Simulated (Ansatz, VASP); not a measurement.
# One calculation of GaN, two programs

```
CELL_PARAMETERS angstrom
0.00000 1.98584 1.98584
1.98584 0.00000 1.98584
1.98584 1.98584 0.00000
ATOMIC_POSITIONS crystal
Ga 0.50000 0.50000 0.50000
N 0.00000 0.00000 0.00000
```

Change from the starting cell: volume scaled by 0.99, crystal datasets.

Alike in both runs: task electric field gradients; functional PBEsol; k mesh 10 × 10 × 10; occupations fermi-dirac, width 0.02 eV; no spin polarisation.

|  | VASP | Ansatz |
| --- | --- | --- |
| version | VASP 6.6.1 | Ansatz 0.2.0 |
| potentials or method | VASP PAW PBE potentials, release 64 (Ga_d, N), cutoff 520 eV | all-electron PAW with datasets made for the crystal, scalar-relativistic |

|  | VASP | Ansatz | Ansatz less VASP |
| --- | --- | --- | --- |
| gap on the k mesh at the Fermi level (eV) | 1.80 | 1.81 | +0.014 |
| pressure (GPa) | 64.3 | 63.6 | -0.69 |

VASP's potentials were made for PBE, not for PBEsol. Both programs put the cell under a high pressure, so it lies far from rest at this level. Ansatz ran all-electron here, and VASP with PAW potentials.

Noted on VASP's run: the cell as given lies far from equilibrium.
